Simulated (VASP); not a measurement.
# AlNi (P4mm) in VASP: further runs

AlNi is run at these levels: PBE; tasks: single point.

Everything below comes from runs of VASP 6.6.1. Logs are shortened: lines on timing, memory, paths and dates and some standing lists are left out, and cuts for length are marked.

### 1 The cell of the first run

It takes space group P4mm (No. 99, tetragonal). The conventional cell has a = 2.893 Å, b = 2.893 Å, c = 9.179 Å, α = 90.00°, β = 90.00°, γ = 90.00°. Within 3.4 Å of Al (site symmetry 4mm) lie 8 Ni at 2.51 to 2.82 Å and 6 Al at 2.89 to 3.39 Å. Al (site symmetry 4mm) has 8 Ni at 2.51 Å and 6 Al at 2.89 to 3.39 Å within 3.4 Å. Al (site symmetry 4mm) has 8 Ni at 2.51 Å and 6 Al at 2.89 Å within 3.3 Å. Ni (site symmetry 4mm) has 8 Al at 2.51 to 2.82 Å and 6 Ni at 2.89 to 3.39 Å within 3.4 Å. Within 3.3 Å of Ni (site symmetry 4mm) lie 8 Al at 2.51 Å and 6 Ni at 2.89 Å. Ni (site symmetry 4mm) has 8 Al at 2.51 Å and 6 Ni at 2.89 to 3.39 Å within 3.4 Å.

### 2 Single point, PBE (the distance across one plane changed)

INCAR reads:

```
ALGO     = Fast           # electronic algorithm
EDIFF    = 1E-7           # SCF threshold, eV
ENCUT    = 520            # plane-wave cutoff, eV
GGA      = PE             # functional
ISIF     = 2              # what is computed and relaxed
ISMEAR   = 0              # smearing method
LASPH    = T              # aspherical terms in the spheres
LCHARG   = T              # write CHGCAR
LELF     = T              # ELF
LREAL    = F              # projectors in reciprocal space
LVHAR    = T            
LWAVE    = F              # write WAVECAR
NBANDS   = 28             # bands
NELM     = 100            # most SCF steps
PREC     = Accurate       # precision mode
SIGMA    = 0.15           # smearing width, eV
```

KPOINTS reads:

```
k-points
0
Gamma
  20 20 7
```

POSCAR reads:

```
AlNi
1.0
    0.0000000000     -2.8930835280      0.0000000000
    0.0000000000      0.0000000000     -2.8930835280
    9.1792505841      0.0000000000      0.0000000000
Al Ni
3 3
Direct
    0.0000000000      1.0000000000      0.8667194533
    0.0000000000      1.0000000000      0.2363665718
    0.0000000000      1.0000000000      0.5515430125
    0.5000000000      0.5000000000      0.0787783514
    0.5000000000      0.5000000000      0.3939547921
    0.5000000000      0.5000000000      0.7091312329
```

Potentials or basis: VASP PAW PBE potentials, release 64 (Al, Ni).

Run with:

```sh
> cat potpaw_PBE.64/Al/POTCAR potpaw_PBE.64/Ni/POTCAR > POTCAR
> mpirun -np 1 vasp_std > vasp.out
```

OUTCAR:

```text
EDIFF = 1E-7
   ENCUT = 520
   GGA = PE
   ISIF = 2
   ISMEAR = 0
   LASPH = T
   LREAL = F
   NELM = 100
   PREC = Accurate

 ion  position               nearest neighbor table
   1  0.000  0.000  0.867-   6 2.51   6 2.51   6 2.51   6 2.51   4 2.82   4 2.82   4 2.82   4 2.82
                             3 2.89
   2  0.000  0.000  0.236-   5 2.51   5 2.51   5 2.51   5 2.51   4 2.51   4 2.51   4 2.51   4 2.51
                             3 2.89
   3  0.000  0.000  0.552-   5 2.51   6 2.51   5 2.51   6 2.51   5 2.51   6 2.51   5 2.51   6 2.51
                             2 2.89   1 2.89
   4  0.500  0.500  0.079-   2 2.51   2 2.51   2 2.51   2 2.51   1 2.82   1 2.82   1 2.82   1 2.82
                             5 2.89
   5  0.500  0.500  0.394-   2 2.51   2 2.51   2 2.51   2 2.51   3 2.51   3 2.51   3 2.51   3 2.51
                             4 2.89   6 2.89
   6  0.500  0.500  0.709-   1 2.51   3 2.51   1 2.51   3 2.51   1 2.51   3 2.51   1 2.51   3 2.51
                             5 2.89

  LATTYP: Found a simple tetragonal cell.
 ALAT       =     2.8930835280
 C/A-ratio  =     3.1728259814

  Lattice vectors:

 A1 = (   0.0000000000,  -2.8930835280,   0.0000000000)
 A2 = (   0.0000000000,   0.0000000000,  -2.8930835280)
 A3 = (   9.1792505841,   0.0000000000,   0.0000000000)

Analysis of symmetry for initial positions (statically):
=====================================================================
 Subroutine PRICEL returns:
 Original cell was already a primitive cell.

 Routine SETGRP: Setting up the symmetry group for a
 simple tetragonal supercell.

 Subroutine GETGRP returns: Found  8 space group operations
 (whereof  8 operations were pure point group operations)
 out of a pool of 16 trial point group operations.

The static configuration has the point symmetry C_4v.

Analysis of symmetry for dynamics (positions and initial velocities):
=====================================================================
 Subroutine PRICEL returns:
 Original cell was already a primitive cell.

 Routine SETGRP: Setting up the symmetry group for a
 simple tetragonal supercell.

 Subroutine GETGRP returns: Found  8 space group operations
 (whereof  8 operations were pure point group operations)
 out of a pool of 16 trial point group operations.

The dynamic configuration has the point symmetry C_4v.

 Subroutine INISYM returns: Found  8 space group operations
 (whereof  8 operations are pure point group operations),
 and found     1 'primitive' translations

----------------------------------------------------------------------------------------

                                     Primitive cell

  volume of cell :      76.8297

  direct lattice vectors                    reciprocal lattice vectors
     0.000000000 -2.893083528  0.000000000     0.000000000 -0.345651963  0.000000000
     0.000000000  0.000000000 -2.893083528     0.000000000  0.000000000 -0.345651963
     9.179250584  0.000000000  0.000000000     0.108941355  0.000000000  0.000000000

  length of vectors
     2.893083528  2.893083528  9.179250584     0.345651963  0.345651963  0.108941355

  position of ions in fractional coordinates (direct lattice)
     0.000000000  0.000000000  0.866719453
     0.000000000  0.000000000  0.236366572
     0.000000000  0.000000000  0.551543012
     0.500000000  0.500000000  0.078778351
     0.500000000  0.500000000  0.393954792
     0.500000000  0.500000000  0.709131233

  ion indices of the primitive-cell ions
   primitive index   ion index
                 1           1
                 2           2
                 3           3
                 4           4
                 5           5
                 6           6

----------------------------------------------------------------------------------------

 KPOINTS: k-points

Automatic generation of k-mesh.
 Grid dimensions read from file:
 generate k-points for:   20   20    7

 Generating k-lattice:

  Cartesian coordinates                     Fractional coordinates (reciprocal lattice)
     0.000000000 -0.017282598  0.000000000     0.050000000  0.000000000  0.000000000
     0.000000000  0.000000000 -0.017282598     0.000000000  0.050000000  0.000000000
     0.015563051  0.000000000  0.000000000     0.000000000  0.000000000  0.142857143

  Length of vectors
     0.017282598  0.017282598  0.015563051

  Shift w.r.t. Gamma in fractional coordinates (k-lattice)
     0.000000000  0.000000000  0.000000000

 Subroutine IBZKPT returns following result:
 ===========================================

 Found    264 irreducible k-points:

 Following reciprocal coordinates:
            Coordinates               Weight
  0.000000  0.000000  0.000000      1.000000
  0.050000  0.000000  0.000000      4.000000
  0.100000  0.000000  0.000000      4.000000
  0.150000  0.000000  0.000000      4.000000
  0.200000  0.000000  0.000000      4.000000
  0.250000  0.000000  0.000000      4.000000
[... 16 lines left out ...]
  0.150000  0.100000  0.000000      8.000000
  0.200000  0.100000  0.000000      8.000000
 [... further k-points ...]
   k-points           NKPTS =    264   k-points in BZ     NKDIM =    264   number of bands    NBANDS=     28
   number of dos      NEDOS =    301   number of ions     NIONS =      6
   total plane-waves  NPLWV =  40320
   dimension x,y,z NGX =    24 NGY =   24 NGZ =   70
   dimension x,y,z NGXF=    48 NGYF=   48 NGZF=  140
   ions per type =               3   3
   NGX,Y,Z   is equivalent  to a cutoff of  13.79, 13.79, 12.68 a.u.
   NGXF,Y,Z  is equivalent  to a cutoff of  27.58, 27.58, 25.36 a.u.
 SYSTEM =  unknown system
   PREC   = accura    normal or accurate (medium, high low for compatibility)
   ISTART =      0    job   : 0-new  1-cont  2-samecut
   ICHARG =      2    charge: 1-file 2-atom 10-const
   ISPIN  =      1    spin polarized calculation?
   LNONCOLLINEAR =      F non collinear calculations
   LSORBIT =      F    spin-orbit coupling
   LASPH  =      T    aspherical Exc in radial PAW
   ENCUT  =  520.0 eV  38.22 Ry    6.18 a.u.   5.38  5.38 17.07*2*pi/ulx,y,z
   NELM   =    100;   NELMIN=  2; NELMDL= -5     # of ELM steps
   EDIFF  = 0.1E-06   stopping-criterion for ELM
   LREAL  =      F    real-space projection
   EDIFFG = 0.1E-05   stopping-criterion for IOM
   NSW    =      0    number of steps for IOM
   IBRION =     -1    ionic relax: 0-MD 1-quasi-New 2-CG
   NFREE  =      0    steps in history (QN), initial steepest desc. (CG)
   ISIF   =      2    stress and relaxation
   ISYM   =      2    0-nonsym 1-usesym 2-fastsym
   POTIM  = 0.5000    time-step for ionic-motion
   TEBEG  =    0.0;   TEEND  =   0.0 temperature during run
   PSTRESS=    0.0 pullay stress
   NELECT =      39.0000    total number of electrons
   NUPDOWN=      -1.0000    fix difference up-down
   EMIN   =  10.00;   EMAX   =-10.00  energy-range for DOS
   EFERMI =   0.00;   METHOD = LEGACY
   ISMEAR =     0;   SIGMA  =   0.15  broadening in eV -4-tet -1-fermi 0-gaus
   EFERMI_NEDOS =   21; number of points for ismear=-14 and -15
   IALGO  =     68    algorithm
   IMIX   =      4    mixing-type and parameters
     AMIX     =   0.40;   BMIX     =  1.00
     AMIX_MAG =   1.60;   BMIX_MAG =  1.00
  volume/ion in A,a.u.               =      12.80        86.41
  Fermi-wavevector in a.u.,A,eV,Ry     =   1.305930  2.467850 23.204107  1.705454
  Thomas-Fermi vector in A             =   2.436766
   LORBIT       =      0    0 simple, 1 ext, 2 COOP (PROOUT), +10 PAW based schemes
   GGA     = PE    functional components
   LHFCALC =     F    Hartree Fock is set to
   AEXX    =    0.0000 exact exchange contribution
   IVDW    =     0    specifies the selected vdW correction
   LEPSILON=     F    determine dielectric tensor
   LRPA    =     F    only Hartree local field effects (RPA)
 non-spin polarized calculation
 RMM-DIIS sequential band-by-band and
 Gauss-broadening in eV      SIGMA  =   0.15
  energy-cutoff  :      520.00
  volume of cell :       76.83
 maximum number of plane-waves:      2097
 NGX is ok and might be reduce to    24
   NGX = 11   NGY = 11   NGZ = 35

 number of electron      39.0000026 magnetization

 Free energy of the ion-electron system (eV)
  ---------------------------------------------------
  ext. energy  EPLUGINS =         0.00000000
  ---------------------------------------------------
  free energy    TOTEN  =       -31.22620388 eV

  energy without entropy =      -31.19707142  energy(sigma->0) =      -31.21163765

 E-fermi :   9.1433     XC(G=0): -11.7079

 val. band max:        9.1414120938   @ k =   0.5000   0.4000   0.0000
 cond. band min:       9.1450679669   @ k =   0.4000   0.2000   0.4286
 fundamental gap:      0.0036558730
 Fermi energy:         9.1433132649

 k-point     1 :       0.0000    0.0000    0.0000
  band No.  band energies     occupation
      1      -1.6345      2.00000
      2      -0.0107      2.00000
      3       0.5899      2.00000
      4       4.5416      2.00000
      5       4.9319      2.00000
      6       6.0516      2.00000
[... 20 lines left out ...]
     27      17.2772      0.00000
     28      17.4274      0.00000

 k-point     2 :       0.0500    0.0000    0.0000
  band No.  band energies     occupation
      1      -1.5890      2.00000
      2       0.0325      2.00000
      3       0.6316      2.00000
      4       4.5726      2.00000
      5       4.9559      2.00000
      6       6.0527      2.00000
[... 20 lines left out ...]
     27      16.8282      0.00000
     28      17.6281      0.00000

 k-point     3 :       0.1000    0.0000    0.0000
  band No.  band energies     occupation
      1      -1.4527      2.00000
      2       0.1614      2.00000
      3       0.7564      2.00000
      4       4.6643      2.00000
      5       5.0257      2.00000
      6       6.0489      2.00000
[... 20 lines left out ...]
     27      16.9891      0.00000
     28      17.7472      0.00000

 k-point     4 :       0.1500    0.0000    0.0000
  band No.  band energies     occupation
      1      -1.2267      2.00000
      2       0.3747      2.00000
      3       0.9624      2.00000
      4       4.8117      2.00000
      5       5.1339      2.00000
      6       6.0200      2.00000
[... 20 lines left out ...]
     27      17.2499      0.00000
     28      18.0030      0.00000

 k-point     5 :       0.2000    0.0000    0.0000
  band No.  band energies     occupation
      1      -0.9125      2.00000
      2       0.6698      2.00000
      3       1.2467      2.00000
      4       5.0053      2.00000
      5       5.2664      2.00000
      6       5.9310      2.00000
[... 20 lines left out ...]
     27      17.1906      0.00000
     28      17.5541      0.00000

 k-point     6 :       0.2500    0.0000    0.0000
  band No.  band energies     occupation
      1      -0.5125      2.00000
      2       1.0424      2.00000
      3       1.6044      2.00000
      4       5.2271      2.00000
      5       5.3966      2.00000
      6       5.7333      2.00000
[... 463 lines left out ...]
      5       4.2906      2.00000
      6       4.8297      2.00000
[... 20 lines left out ...]
     27      18.0921      0.00000
     28      18.4909      0.00000

 k-point    22 :       0.1000    0.1000    0.0000
  band No.  band energies     occupation
      1      -1.2719      2.00000
      2       0.3322      2.00000
      3       0.9215      2.00000
      4       4.7835      2.00000
      5       5.1176      2.00000
      6       6.0640      2.00000
[... 20 lines left out ...]
     27      16.1627      0.00000
     28      16.9579      0.00000

 k-point    23 :       0.1500    0.1000    0.0000
  band No.  band energies     occupation
      1      -1.0472      2.00000
      2       0.5437      2.00000
      3       1.1258      2.00000
      4       4.9260      2.00000
      5       5.2237      2.00000
      6       6.0549      2.00000
[... 20 lines left out ...]
     27      16.0338      0.00000
     28      17.0969      0.00000

 k-point    24 :       0.2000    0.1000    0.0000
  band No.  band energies     occupation
      1      -0.7349      2.00000
      2       0.8360      2.00000
      3       1.4074      2.00000
      4       5.1123      2.00000
      5       5.3534      2.00000
      6       5.9841      2.00000
[... 20 lines left out ...]
     27      16.2141      0.00000
     28      17.1761      0.00000

 [... further k-points ...]

------------------------ aborting loop because EDIFF is reached ----------------------------------------

  FORCE on cell =-STRESS in cart. coord.  units (eV):
  Direction    XX          YY          ZZ          XY          YZ          ZX
  --------------------------------------------------------------------------------------
  -------------------------------------------------------------------------------------
  Total       -3.3616217     -2.2026347     -2.2026347      0.0000000      0.0000000      0.0000000
  in kB      -70.1019750    -45.9329024    -45.9329024      0.0000000      0.0000000      0.0000000
  external PRESSURE =     -53.9892599 kB  Pullay stress =       0.0000000 kB

 VOLUME and BASIS-vectors are now :
 -----------------------------------------------------------------------------
  energy-cutoff  :      520.00
  volume of cell :       76.83
      direct lattice vectors                 reciprocal lattice vectors
     0.000000000 -2.893083528  0.000000000     0.000000000 -0.345651963  0.000000000
     0.000000000  0.000000000 -2.893083528     0.000000000  0.000000000 -0.345651963
     9.179250584  0.000000000  0.000000000     0.108941355  0.000000000  0.000000000

 POSITION                                       TOTAL-FORCE (eV/Angst)
 -----------------------------------------------------------------------------------
      7.95584      0.00000      0.00000         1.208232      0.000000      0.000000
      2.16967      0.00000      0.00000        -0.507323      0.000000     -0.000000
      5.06275      0.00000      0.00000        -0.007757      0.000000      0.000000
      0.72313     -1.44654     -1.44654        -0.770465      0.000000     -0.000000
      3.61621     -1.44654     -1.44654         0.025505      0.000000     -0.000000
      6.50929     -1.44654     -1.44654         0.051808      0.000000     -0.000000
 -----------------------------------------------------------------------------------
    total drift:                                0.000141     -0.000000      0.000000

  FREE ENERGIE OF THE ION-ELECTRON SYSTEM (eV)
  ---------------------------------------------------
  free  energy   TOTEN  =       -31.2262038848 eV

  energy  without entropy=      -31.1970714248  energy(sigma->0) =      -31.21163765
```

It took 4.7 min on 1 thread of Intel Xeon 6975P-C (Granite Rapids), shared host; peak memory 0.54 GiB.

What came out:

* Free energy: -31.2262 eV
* Pressure: -5.4 GPa
* Largest force: 1.208 eV/Å
* Band gap on the k mesh: zero (an odd number of electrons rules out a gap without spin polarisation)

Forces in eV/Å, atoms in the order of the input:
```
Al   1.208  0.000  0.000
Al  -0.507  0.000  0.000
Al  -0.008  0.000  0.000
Ni  -0.770  0.000  0.000
Ni   0.026  0.000  0.000
Ni   0.052  0.000  0.000
```

Levels at points of the mesh, in eV from the Fermi level:
```csv
k point,band 17,band 18,band 19,band 20,band 21,band 22
"(0.00, 0.00, 0.00)",-1.34,-1.00,-0.85,-0.21,4.27,5.74
"(0.50, 0.00, 0.00)",-1.55,-1.24,-0.79,-0.72,-0.40,2.37
"(0.50, 0.50, 0.00)",-0.60,0.35,0.35,0.97,0.97,1.53
```

Caveat: the cell differs from its parent crystal (the distance across one plane changed); the cell stands under tension; forces of over 1 eV/Å act on the atoms, so gaps and moduli don't describe the material at rest.

(Continued in part 2 of 2.)
